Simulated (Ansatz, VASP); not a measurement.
## One calculation of C, two programs

```
C
1.0
     2.49813    0.00000    0.00000
    -1.24907    2.16344    0.00000
     0.00000    0.00000    4.22300
C
4
Direct
  0.33333 0.66667 0.99974
  0.66667 0.33333 0.49974
  0.33333 0.66667 0.37426
  0.66667 0.33333 0.87426
```

Change from the starting cell: strained cell.

Alike in both runs: functional PBEsol; k mesh 9 × 9 × 6; occupations gaussian, width 0.02 eV; no spin polarisation.

Ansatz relaxed the structure, and its values are those at the end. VASP's run is a single point on that final structure, the one shown.

|  | VASP | Ansatz |
| --- | --- | --- |
| version | VASP 6.6.1 | Ansatz 0.2.0 |
| potentials or method | VASP PAW PBE potentials, release 64 (C), cutoff 520 eV | scalar-relativistic, plane waves, PAW |
| valence electrons in the cell | 16 | 16 |

```csv
,VASP,Ansatz,Ansatz less VASP
gap on the k mesh at the Fermi level (eV),3.09,3.11,+0.020
least direct gap on the mesh (eV),4.85,4.85,+0.003
pressure (GPa),-5.2,-6.3,-1.07
rms of the force components (eV/Å),0.008,0.001,-0.0067
```

VASP's potentials were made for PBE, not for PBEsol, and Ansatz warns of the same on its side. Ansatz's warnings: stress scf threshold loose.
